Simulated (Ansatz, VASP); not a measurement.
W2AuN3 in VASP and in Ansatz

```xyz
6
Lattice="5.7439 0.0000 0.0000 0.0000 2.3516 2.7107 0.0000 -2.3516 2.7107" Properties=species:S:1:pos:R:3 pbc="T T T"
W     4.5068    0.0000    1.1274
W     1.2371    0.0000    1.1274
Au    2.8720    0.0000    3.3309
N     0.0000    1.2340    2.3933
N     0.0000   -1.2340    2.3933
N     2.8720    0.0000   -0.0264
```

Alike in both runs: functional PBE; k mesh 2 × 3 × 3; occupations gaussian, width 0.15 eV; no spin polarisation.

Ansatz relaxed the structure, and its values are those at the end. VASP's run is a single point on that final structure, the one shown.

|  | VASP | Ansatz |
| --- | --- | --- |
| version | VASP 6.6.1 | Ansatz 0.2.0 |
| potentials or method | VASP PAW PBE potentials, release 64 (W_sv, Au, N), cutoff 600 eV | scalar-relativistic, plane waves, PAW |
| valence electrons in the cell | 54 | 62 |

VASP gave:

| Item | Value |
| --- | --- |
| gap on the k mesh at the Fermi level (eV) | none |
| pressure (GPa) | 0.3 |
| rms of the force components (eV/Å) | 0.042 |

Question: Estimate Ansatz's values.

Answer: gap on the k mesh at the Fermi level (eV): none; pressure (GPa): -0.4; rms of the force components (eV/Å): 0.009.

A gap of «none» marks a metal or a gap that the smearing closes. The functional is the same, so the differences come from potentials, cutoffs and numerics. VASP's potentials hold 54 valence electrons a cell and Ansatz's 62, so a difference there can come from the potentials and not from the codes.

The k mesh is coarse, so the values compare programs but aren't converged. Spin-orbit coupling is off throughout.
